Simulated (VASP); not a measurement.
Hg, 2 atoms in the cell. It takes space group I4_1/amd (No. 141, tetragonal). The conventional cell has a = 5.764 Å, b = 5.764 Å, c = 3.068 Å, α = 90.00°, β = 90.00°, γ = 90.00°. Hg (site symmetry -4m2) has 10 Hg at 2.98 to 3.69 Å within 3.9 Å. 

- Program: VASP 6.6.1
- Task: relaxation of shape and atoms at fixed volume
- Functional: PBE
- Potentials or basis: VASP PAW PBE potentials, release 64 (Hg)
- Cutoff: 600 eV
- k mesh: 16 × 16 × 16
- Occupations: gaussian, width 0.1 eV
- Spin: no spin polarisation
- Dipole correction: no
- Further INCAR settings: ALGO = Fast; EDIFF = 1e-06; IBRION = 2; EDIFFG = -0.01; NSW = 50; ISIF = 4

Potentials or basis: VASP PAW PBE potentials, release 64 (Hg).

Launch:

```console
$ cat potpaw_PBE.64/Hg/POTCAR > POTCAR
$ mpirun -np 1 vasp_std > vasp.out
```

Hardware: 1 thread of Intel(R) Xeon(R) Platinum 8488C (Sapphire Rapids), with other jobs on the host.

**Question.** How long does it take, and how much memory?

**Answer.** Run time: 7.4 min on 1 thread of Intel(R) Xeon(R) Platinum 8488C (Sapphire Rapids) (shared host), peak memory 0.45 GiB. Counts: scf iterations 24, k points 349, ion steps 4.
